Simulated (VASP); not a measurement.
Input of a VASP 6.6.1 run:

POSCAR

```
BN
1.0
    0.0000000000      1.8048254535      1.8048254535
    1.8048254535      0.0000000000      1.8048254535
    1.8048254535      1.8048254535      0.0000000000
B N
1 1
Direct
    0.0000000000      0.0000000000      0.0000000000
    0.2500000000      0.2500000000      0.2500000000
```

Contents of INCAR.step1:

```
ALGO     = Normal         # electronic algorithm
EDIFF    = 1E-8           # SCF threshold, eV
ENCUT    = 500            # plane-wave cutoff, eV
ISMEAR   = 0              # smearing method
LASPH    = True           # aspherical terms in the spheres
LCHARG   = False          # write CHGCAR
LREAL    = False          # projectors in reciprocal space
LWAVE    = True           # write WAVECAR
NELM     = 60             # most SCF steps
PREC     = Accurate       # precision mode
SIGMA    = 0.01           # smearing width, eV
```

The input INCAR.step2:

```
ALGO     = Exact          # electronic algorithm
EDIFF    = 1E-8           # SCF threshold, eV
ENCUT    = 500            # plane-wave cutoff, eV
ISMEAR   = 0              # smearing method
ISTART   = 1            
LASPH    = True           # aspherical terms in the spheres
LCHARG   = False          # write CHGCAR
LOPTICS  = True           # frequency-dependent dielectric function
LREAL    = False          # projectors in reciprocal space
LWAVE    = True           # write WAVECAR
NBANDS   = 44             # bands
NELM     = 1              # most SCF steps
PREC     = Accurate       # precision mode
SIGMA    = 0.01           # smearing width, eV
```

INCAR.step3

```
ALGO     = EVGW0          # electronic algorithm
EDIFF    = 1E-8           # SCF threshold, eV
ENCUT    = 500            # plane-wave cutoff, eV
ENCUTGW  = 60.0           # cutoff of the response function
ISMEAR   = 0              # smearing method
ISTART   = 1            
LASPH    = True           # aspherical terms in the spheres
LCHARG   = False          # write CHGCAR
LREAL    = False          # projectors in reciprocal space
LWAVE    = False          # write WAVECAR
NBANDS   = 44             # bands
NBANDSGW = 12           
NELMGW   = 1            
NOMEGA   = 48             # frequency points
PREC     = Accurate       # precision mode
PRECFOCK = Fast         
SIGMA    = 0.01           # smearing width, eV
```

File KPOINTS:

```
k-points
0
Gamma
  4 4 4
```

Potentials or basis: VASP PAW LDA potentials, release 64 (B_GW, N_GW).

The run is started by

```console
$ cat potpaw_LDA.64/B_GW/POTCAR potpaw_LDA.64/N_GW/POTCAR > POTCAR
$ cp INCAR.step1 INCAR
$ mpirun -np 1 vasp_std > vasp.out
$ cp INCAR.step2 INCAR
$ mpirun -np 1 vasp_std > vasp.out
$ cp INCAR.step3 INCAR
$ mpirun -np 1 vasp_std > vasp.out
```

Problem. Predict the quasiparticle gap.

Solution. 5.45 eV.

Problem. What does it give for the least direct quasiparticle gap?

Solution. 10.67 eV.

Problem. What does it give for the band gap on the k mesh, mean-field level?

Solution. 4.33 eV, indirect (least direct gap 8.68 eV).

Caveat: the k points lie up to 0.75 Å⁻¹ apart; bands, screening cutoff and mesh are small and nothing is extrapolated, so the quasiparticle values aren't converged. A k mesh can miss the band edges.
